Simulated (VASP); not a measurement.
Input of a VASP 6.6.1 run:

File INCAR:

```
PREC = Accurate ; ENCUT = 520
EDIFF = 1E-6 ; ISMEAR = 0
SIGMA = 0.01 ; LREAL = False
LASPH = True ; NELM = 80
ALGO = Normal ; ISIF = 2
LWAVE = False ; LCHARG = False
GGA = PE ; NBANDS = 28
```

The input KPOINTS:

```
Automatic mesh
0
Gamma
  6 6 6
```

File POSCAR:

```
SrTiO3
1.0
    3.9753954445      0.0000000000      0.0000000000
    0.0000000000      3.9753954445      0.0000000000
    0.0000000000      0.0000000000      3.9753954445
Sr Ti O
1 1 3
Direct
    0.5000000000      0.5000000000      0.5000000000
    0.0000000000      0.0000000000      0.0000000000
    0.5000000000      0.0000000000      0.0000000000
    0.0000000000      0.5000000000      0.0000000000
    0.0000000000      0.0000000000      0.5000000000
```

Potentials or basis: VASP PAW PBE potentials, release 64 (Sr_sv, Ti_sv, O).

Run with:

```bash
$ cat potpaw_PBE.64/Sr_sv/POTCAR potpaw_PBE.64/Ti_sv/POTCAR potpaw_PBE.64/O/POTCAR > POTCAR
$ mpirun -np 1 vasp_std > vasp.out
```

(1) Estimate the band gap on the k mesh.

(2) Predict the pressure.

Answers

(1) 1.75 eV, indirect (least direct gap 2.14 eV).

(2) -4.1 GPa.
